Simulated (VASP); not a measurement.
# Tl (Fd-3m) in VASP: further runs

Tl is run at these levels: PBE; tasks: single point.

Program: VASP 6.6.1. These are calculated values, not measurements. Logs are shortened: lines on timing, memory, paths and dates and some standing lists are left out, and cuts for length are marked.

**1. The cell of the first run**

It takes space group Fd-3m (No. 227, cubic). The conventional cell has a = 6.322 Å, b = 6.322 Å, c = 6.322 Å, α = 90.00°, β = 90.00°, γ = 90.00°. Within 3.6 Å of Tl (site symmetry -43m) lie 4 Tl at 2.74 Å.

This isn't the form of Tl at room conditions, which is hcp.

**2. Single point, PBE (31.59 Å³/atom)**

Contents of INCAR:

```
  ALGO = Normal
  EDIFF = 1E-6
  ENCUT = 520
  GGA = PE
  ISIF = 2
  ISMEAR = -1
  LASPH = True
  LCHARG = False
  LREAL = False
  LWAVE = False
  NBANDS = 20
  NELM = 60
  PREC = Accurate
  SIGMA = 0.05
```

Contents of KPOINTS:

```
k-points
0
Gamma
  10 10 10
```

Contents of POSCAR:

```
Tl
1.0
    0.0000000000      3.1610681220      3.1610681220
    3.1610681220      0.0000000000      3.1610681220
    3.1610681220      3.1610681220      0.0000000000
Tl
2
Direct
   -0.1250000000     -0.1250000000     -0.1250000000
    0.1250000000      0.1250000000      0.1250000000
```

Potentials or basis: VASP PAW PBE potentials, release 64 (Tl_d).

On the command line:

```sh
$ cat potpaw_PBE.64/Tl_d/POTCAR > POTCAR
$ mpirun -np 1 vasp_std > vasp.out
```

OUTCAR:

```text
EDIFF = 1E-6
   ENCUT = 520
   GGA = PE
   ISIF = 2
   ISMEAR = -1
   LASPH = True
   LREAL = False
   NELM = 60
   PREC = Accurate

 ion  position               nearest neighbor table
   1  0.875  0.875  0.875-   2 2.74   2 2.74   2 2.74   2 2.74
   2  0.125  0.125  0.125-   1 2.74   1 2.74   1 2.74   1 2.74

  LATTYP: Found a face centered cubic cell.
 ALAT       =     6.3221362440

  Lattice vectors:

 A1 = (   0.0000000000,   3.1610681220,   3.1610681220)
 A2 = (   3.1610681220,   0.0000000000,   3.1610681220)
 A3 = (   3.1610681220,   3.1610681220,   0.0000000000)

Analysis of symmetry for initial positions (statically):
=====================================================================
 Subroutine PRICEL returns:
 Original cell was already a primitive cell.

 Routine SETGRP: Setting up the symmetry group for a
 face centered cubic supercell.

 Subroutine GETGRP returns: Found 48 space group operations
 (whereof 12 operations were pure point group operations)
 out of a pool of 48 trial point group operations.

The static configuration has the point symmetry D_3d.
 The point group associated with its full space group is O_h .

Analysis of symmetry for dynamics (positions and initial velocities):
=====================================================================
 Subroutine PRICEL returns:
 Original cell was already a primitive cell.

 Routine SETGRP: Setting up the symmetry group for a
 face centered cubic supercell.

 Subroutine GETGRP returns: Found 48 space group operations
 (whereof 12 operations were pure point group operations)
 out of a pool of 48 trial point group operations.

The dynamic configuration has the point symmetry D_3d.
 The point group associated with its full space group is O_h .

 Subroutine INISYM returns: Found 48 space group operations
 (whereof 12 operations are pure point group operations),
 and found     1 'primitive' translations

----------------------------------------------------------------------------------------

                                     Primitive cell

  volume of cell :      63.1730

  direct lattice vectors                    reciprocal lattice vectors
     0.000000000  3.161068122  3.161068122    -0.158174383  0.158174383  0.158174383
     3.161068122  0.000000000  3.161068122     0.158174383 -0.158174383  0.158174383
     3.161068122  3.161068122  0.000000000     0.158174383  0.158174383 -0.158174383

  length of vectors
     4.470425410  4.470425410  4.470425410     0.273966068  0.273966068  0.273966068

  position of ions in fractional coordinates (direct lattice)
     0.875000000  0.875000000  0.875000000
     0.125000000  0.125000000  0.125000000

  ion indices of the primitive-cell ions
   primitive index   ion index
                 1           1
                 2           2

----------------------------------------------------------------------------------------

 KPOINTS: k-points

Automatic generation of k-mesh.
 Grid dimensions read from file:
 generate k-points for:   10   10   10

 Generating k-lattice:

  Cartesian coordinates                     Fractional coordinates (reciprocal lattice)
    -0.015817438  0.015817438  0.015817438     0.100000000  0.000000000  0.000000000
     0.015817438 -0.015817438  0.015817438     0.000000000  0.100000000  0.000000000
     0.015817438  0.015817438 -0.015817438     0.000000000  0.000000000  0.100000000

  Length of vectors
     0.027396607  0.027396607  0.027396607

  Shift w.r.t. Gamma in fractional coordinates (k-lattice)
     0.000000000  0.000000000  0.000000000

 Subroutine IBZKPT returns following result:
 ===========================================

 Found     47 irreducible k-points:

 Following reciprocal coordinates:
            Coordinates               Weight
  0.000000  0.000000  0.000000      1.000000
  0.100000  0.000000  0.000000      8.000000
  0.200000  0.000000  0.000000      8.000000
  0.300000  0.000000  0.000000      8.000000
  0.400000  0.000000  0.000000      8.000000
  0.500000  0.000000  0.000000      4.000000
[... 16 lines left out ...]
  0.300000  0.300000  0.000000      6.000000
  0.400000  0.300000  0.000000     24.000000
 [... further k-points ...]
   k-points           NKPTS =     47   k-points in BZ     NKDIM =     47   number of bands    NBANDS=     20
   number of dos      NEDOS =    301   number of ions     NIONS =      2
   total plane-waves  NPLWV =  46656
   dimension x,y,z NGX =    36 NGY =   36 NGZ =   36
   dimension x,y,z NGXF=    72 NGYF=   72 NGZF=   72
   ions per type =               2
   NGX,Y,Z   is equivalent  to a cutoff of  13.39, 13.39, 13.39 a.u.
   NGXF,Y,Z  is equivalent  to a cutoff of  26.78, 26.78, 26.78 a.u.
 SYSTEM =  unknown system
   PREC   = accura    normal or accurate (medium, high low for compatibility)
   ISTART =      0    job   : 0-new  1-cont  2-samecut
   ICHARG =      2    charge: 1-file 2-atom 10-const
   ISPIN  =      1    spin polarized calculation?
   LNONCOLLINEAR =      F non collinear calculations
   LSORBIT =      F    spin-orbit coupling
   LASPH  =      T    aspherical Exc in radial PAW
   ENCUT  =  520.0 eV  38.22 Ry    6.18 a.u.   8.31  8.31  8.31*2*pi/ulx,y,z
   NELM   =     60;   NELMIN=  2; NELMDL= -5     # of ELM steps
   EDIFF  = 0.1E-05   stopping-criterion for ELM
   LREAL  =      F    real-space projection
   EDIFFG = 0.1E-04   stopping-criterion for IOM
   NSW    =      0    number of steps for IOM
   IBRION =     -1    ionic relax: 0-MD 1-quasi-New 2-CG
   NFREE  =      0    steps in history (QN), initial steepest desc. (CG)
   ISIF   =      2    stress and relaxation
   ISYM   =      2    0-nonsym 1-usesym 2-fastsym
   POTIM  = 0.5000    time-step for ionic-motion
   TEBEG  =    0.0;   TEEND  =   0.0 temperature during run
   PSTRESS=    0.0 pullay stress
   NELECT =      26.0000    total number of electrons
   NUPDOWN=      -1.0000    fix difference up-down
   EMIN   =  10.00;   EMAX   =-10.00  energy-range for DOS
   EFERMI =   0.00;   METHOD = LEGACY
   ISMEAR =    -1;   SIGMA  =   0.05  broadening in eV -4-tet -1-fermi 0-gaus
   EFERMI_NEDOS =   21; number of points for ismear=-14 and -15
   IALGO  =     38    algorithm
   IMIX   =      4    mixing-type and parameters
     AMIX     =   0.40;   BMIX     =  1.00
     AMIX_MAG =   1.60;   BMIX_MAG =  1.00
  volume/ion in A,a.u.               =      31.59       213.16
  Fermi-wavevector in a.u.,A,eV,Ry     =   1.217742  2.301199 20.176032  1.482897
  Thomas-Fermi vector in A             =   2.353052
   LORBIT       =      0    0 simple, 1 ext, 2 COOP (PROOUT), +10 PAW based schemes
   GGA     = PE    functional components
   LHFCALC =     F    Hartree Fock is set to
   AEXX    =    0.0000 exact exchange contribution
   IVDW    =     0    specifies the selected vdW correction
   LEPSILON=     F    determine dielectric tensor
   LRPA    =     F    only Hartree local field effects (RPA)
 non-spin polarized calculation
  energy-cutoff  :      520.00
  volume of cell :       63.17
 maximum number of plane-waves:      1724
 NGX is ok and might be reduce to    36
   NGX = 17   NGY = 17   NGZ = 17

 number of electron      25.9999998 magnetization

 Free energy of the ion-electron system (eV)
  ---------------------------------------------------
  ext. energy  EPLUGINS =         0.00000000
  ---------------------------------------------------
  free energy    TOTEN  =        -2.97443950 eV

  energy without entropy =       -2.96405305  energy(sigma->0) =       -2.96924627

 E-fermi :   5.4238     XC(G=0):  -9.4098

 val. band max:        5.4014354895   @ k =  -0.4000   0.3000   0.1000
 cond. band min:       5.4652994309   @ k =   0.5000   0.3000   0.1000
 fundamental gap:      0.0638639414
 Fermi energy:         5.4238390740

 k-point     1 :       0.0000    0.0000    0.0000
  band No.  band energies     occupation
      1      -7.0742      2.00000
      2      -7.0742      2.00000
      3      -7.0742      2.00000
      4      -6.9541      2.00000
      5      -6.9541      2.00000
      6      -5.8919      2.00000
[... 12 lines left out ...]
     19      11.1320      0.00000
     20      14.8050      0.00000

 k-point     2 :       0.1000    0.0000    0.0000
  band No.  band energies     occupation
      1      -7.1098      2.00000
      2      -7.1098      2.00000
      3      -7.0735      2.00000
      4      -6.9042      2.00000
      5      -6.9042      2.00000
      6      -5.9504      2.00000
[... 12 lines left out ...]
     19      12.3368      0.00000
     20      14.3974      0.00000

 k-point     3 :       0.2000    0.0000    0.0000
  band No.  band energies     occupation
      1      -7.1521      2.00000
      2      -7.1521      2.00000
      3      -7.0722      2.00000
      4      -6.8283      2.00000
      5      -6.8283      2.00000
      6      -6.0666      2.00000
[... 12 lines left out ...]
     19      12.9201      0.00000
     20      14.4896      0.00000

 k-point     4 :       0.3000    0.0000    0.0000
  band No.  band energies     occupation
      1      -7.1722      2.00000
      2      -7.1722      2.00000
      3      -7.0708      2.00000
      4      -6.7767      2.00000
      5      -6.7767      2.00000
      6      -6.1766      2.00000
[... 12 lines left out ...]
     19      13.2286      0.00000
     20      14.9479      0.00000

 k-point     5 :       0.4000    0.0000    0.0000
  band No.  band energies     occupation
      1      -7.1748      2.00000
      2      -7.1748      2.00000
      3      -7.0697      2.00000
      4      -6.7588      2.00000
      5      -6.7588      2.00000
      6      -6.2524      2.00000
[... 12 lines left out ...]
     19      14.9881      0.00000
     20      15.8148      0.00000
[... 353 lines left out ...]
      6      -6.3453      2.00000
[... 12 lines left out ...]
     19      14.6100      0.00000
     20      15.2017      0.00000

 k-point    22 :      -0.2000    0.2000    0.0000
  band No.  band energies     occupation
      1      -7.2269      2.00000
      2      -7.2005      2.00000
      3      -7.0090      2.00000
      4      -6.7944      2.00000
      5      -6.6420      2.00000
      6      -6.2580      2.00000
[... 12 lines left out ...]
     19      14.0424      0.00000
     20      15.1995      0.00000

 k-point    23 :       0.3000    0.3000    0.0000
  band No.  band energies     occupation
      1      -7.1864      2.00000
      2      -7.1607      2.00000
      3      -7.1607      2.00000
      4      -6.6860      2.00000
      5      -6.5723      2.00000
      6      -6.4984      2.00000
[... 12 lines left out ...]
     19      14.5693      0.00000
     20      16.3657      0.00000

 k-point    24 :       0.4000    0.3000    0.0000
  band No.  band energies     occupation
      1      -7.2317      2.00000
      2      -7.1794      2.00000
      3      -7.1038      2.00000
      4      -6.6639      2.00000
      5      -6.6031      2.00000
      6      -6.4172      2.00000
[... 12 lines left out ...]
     19      16.7398      0.00000
     20      16.9333      0.00000

 [... further k-points ...]

------------------------ aborting loop because EDIFF is reached ----------------------------------------

  FORCE on cell =-STRESS in cart. coord.  units (eV):
  Direction    XX          YY          ZZ          XY          YZ          ZX
  --------------------------------------------------------------------------------------
  -------------------------------------------------------------------------------------
  Total        4.8994423      4.8994423      4.8994423      0.0000000      0.0000000      0.0000000
  in kB      124.2583739    124.2583739    124.2583739      0.0000000      0.0000000      0.0000000
  external PRESSURE =     124.2583739 kB  Pullay stress =       0.0000000 kB

 VOLUME and BASIS-vectors are now :
 -----------------------------------------------------------------------------
  energy-cutoff  :      520.00
  volume of cell :       63.17
      direct lattice vectors                 reciprocal lattice vectors
     0.000000000  3.161068122  3.161068122    -0.158174383  0.158174383  0.158174383
     3.161068122  0.000000000  3.161068122     0.158174383 -0.158174383  0.158174383
     3.161068122  3.161068122  0.000000000     0.158174383  0.158174383 -0.158174383

 POSITION                                       TOTAL-FORCE (eV/Angst)
 -----------------------------------------------------------------------------------
      5.53187      5.53187      5.53187        -0.000000     -0.000000     -0.000000
      0.79027      0.79027      0.79027         0.000000      0.000000      0.000000
 -----------------------------------------------------------------------------------
    total drift:                                0.000000      0.000000      0.000000

  FREE ENERGIE OF THE ION-ELECTRON SYSTEM (eV)
  ---------------------------------------------------
  free  energy   TOTEN  =        -2.9744394957 eV

  energy  without entropy=       -2.9640530528  energy(sigma->0) =       -2.96924627
```

Run time: 84 s. Hardware: 1 thread of AMD EPYC 7R13, shared host; peak memory 0.19 GiB.

Results:

| Item | Value |
| --- | --- |
| Free energy | -2.9744 eV |
| Pressure | 12.4 GPa |
| Band gap on the k mesh | zero (bands 13 and 14 overlap by 4.68 eV) |

Levels at points of the mesh, in eV from the Fermi level:
```tsv
k point	band 9	band 10	band 11	band 12	band 13	band 14	band 15	band 16	band 17	band 18
(0.00, 0.00, 0.00)	-11.06	-11.06	-10.34	1.27	3.33	3.33	3.33	4.96	4.96	4.96
(0.50, 0.00, 0.00)	-11.02	-11.02	-7.84	-5.18	1.40	1.40	2.01	6.11	6.11	6.45
(0.50, 0.50, 0.00)	-10.93	-10.93	-6.22	-6.22	-0.62	-0.62	2.82	2.82	11.52	11.52
```

Caveat: the cell stands under pressure; spin-orbit coupling is left out, which moves the levels of the heavy elements.

(Continued in part 2 of 2.)
